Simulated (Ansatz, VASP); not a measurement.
## Two plane-wave programs on TiO2

```
Ti O
1.0
    -1.86653    1.86653    4.69300
     1.86653   -1.86653    4.69300
     1.86653    1.86653   -4.69300
Ti O
2 4
Direct
  0.00000 0.00000 0.00000
  0.75000 0.25000 0.50000
  0.21033 0.21033 0.00000
  0.96033 0.46033 0.50000
  0.53967 0.03967 0.50000
  0.78967 0.78967 0.00000
```

Change from the starting cell: volume scaled by 0.96, ions relaxed.

Alike in both runs: functional PBE; k mesh 11 × 11 × 11; occupations fermi-dirac, width 0.02 eV; no spin polarisation.

Ansatz relaxed the structure, and its values are those at the end. VASP's run is a single point on that final structure, the one shown.

```csv
,VASP,Ansatz
version,VASP 6.6.1,Ansatz 0.2.0
potentials or method,"VASP PAW PBE potentials, release 64 (Ti_sv, O)","plane-wave PAW, scalar-relativistic"
plane-wave cutoff (eV),520,420
valence electrons in the cell,48,48
```

VASP gave:

- gap on the k mesh at the Fermi level (eV): 2.11
- pressure (GPa): 14.8
- rms of the force components (eV/Å): 0.012

Question: What did Ansatz give for the same quantities?

Answer: gap on the k mesh at the Fermi level (eV): 2.13; pressure (GPa): 14.1; rms of the force components (eV/Å): 0.002.

Ansatz's warnings: stress scf threshold loose.
